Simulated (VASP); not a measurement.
Wanted: the native input for a VASP 6.6.1 run.

```yaml
Task: single point
Functional: r2SCAN
Potentials_or_basis: VASP PAW PBE potentials, release 64 (Y_sv, Pd_sv_GW, F)
Cutoff: 660 eV
k_mesh: 7 × 7 × 5
Occupations: fermi-dirac, width 0.05 eV
Spin: no spin polarisation
Dipole_correction: no
Further_INCAR_settings: ALGO = Normal; EDIFF = 1e-06; NBANDS = 25
```

YPdF:

```
CELL_PARAMETERS angstrom
3.85167 0.00000 0.00000
-1.92583 3.33564 0.00000
0.00000 0.00000 4.36427
ATOMIC_POSITIONS crystal
Y 0.00000 0.00000 0.00000
Pd 0.66667 0.33333 0.50000
F 0.33333 0.66667 0.50000
```

One way to write it, as run:

POSCAR

```
YPdF
1.0
    3.8516678000      0.0000000000      0.0000000000
   -1.9258339000      3.3356421700      0.0000000000
    0.0000000000      0.0000000000      4.3642671200
Y Pd F
1 1 1
Direct
    0.0000000000      0.0000000000      0.0000000000
    0.6666666700      0.3333333300      0.5000000000
    0.3333333300      0.6666666700      0.5000000000
```

INCAR.step1

```
PREC = Accurate ; ENCUT = 660
ISMEAR = -1 ; SIGMA = 0.05
LREAL = F ; LASPH = T
NELM = 120 ; NBANDS = 25
GGA = PE ; ALGO = Normal
EDIFF = 1E-5 ; LWAVE = T
LCHARG = F ; GGA_COMPAT = F
```

INCAR.step2

```
PREC = Accurate ; ENCUT = 660
EDIFF = 1E-6 ; ISMEAR = -1
SIGMA = 0.05 ; LREAL = F
LASPH = T ; NELM = 120
ALGO = Normal ; ISIF = 2
LWAVE = F ; LCHARG = F
METAGGA = R2SCAN ; LMIXTAU = T
NBANDS = 25 ; ISTART = 1
GGA_COMPAT = F
```

KPOINTS

```
Automatic mesh
0
Gamma
  7 7 5
```

Potentials or basis: VASP PAW PBE potentials, release 64 (Y_sv, Pd_sv_GW, F).

Command:

```bash
$ cat potpaw_PBE.64/Y_sv/POTCAR potpaw_PBE.64/Pd_sv_GW/POTCAR potpaw_PBE.64/F/POTCAR > POTCAR
$ cp INCAR.step1 INCAR
$ mpirun -np 1 vasp_std > vasp.out
$ cp INCAR.step2 INCAR
$ mpirun -np 1 vasp_std > vasp.out
```

Results of the run:

```yaml
Pressure: 0.7 GPa
Band_gap_on_the_k_mesh: zero (bands 18 and 19 overlap by 1.31 eV)
```

Caveat: the PAW data sets were made with another functional, which shifts forces and pressure a little.

Wall time 80 s on 1 thread of Intel(R) Xeon(R) 6975P-C (Granite Rapids), on a shared host, peak memory 0.26 GiB.
